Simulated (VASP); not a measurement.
Runs of VASP 6.6.1 on Na. The structure is that of space group P6_3/mmc (No. 194), or close to it. The cells are those of the table. This isn't the form of Na at room conditions, which is bcc.

| cell | gap on the mesh (eV) | pressure (GPa) |
| --- | --- | --- |
| a = 3.737, b = 3.737, c = 6.019 Å, angles 90.0, 90.0, 120.0°, 2 atoms | none | 0.0 |
| a = 2.752, b = 2.752, c = 4.439 Å, angles 90.0, 90.0, 120.0°, 2 atoms | none | (a) |
| a = 2.630, b = 2.630, c = 4.238 Å, angles 90.0, 90.0, 120.0°, 2 atoms | none | 60.4 |
| a = 2.960, b = 2.960, c = 4.778 Å, angles 90.0, 90.0, 120.0°, 2 atoms | none | 20.1 |

Alike in all rows: task single point; level PBEsol; potentials or basis VASP PAW PBE potentials, release 64 (Na_pv); no spin polarisation; k mesh 12 × 12 × 7; cutoff (eV) 520; smearing gaussian 0.05 eV.

Problem. Fill in the values left out.

Solution. (a) 40.2.

Caveats: the PAW data sets were made with another functional, which shifts forces and pressure a little; the cell stands under pressure (at least some runs).

A gap of «none» marks levels without a gap at the run's occupations.
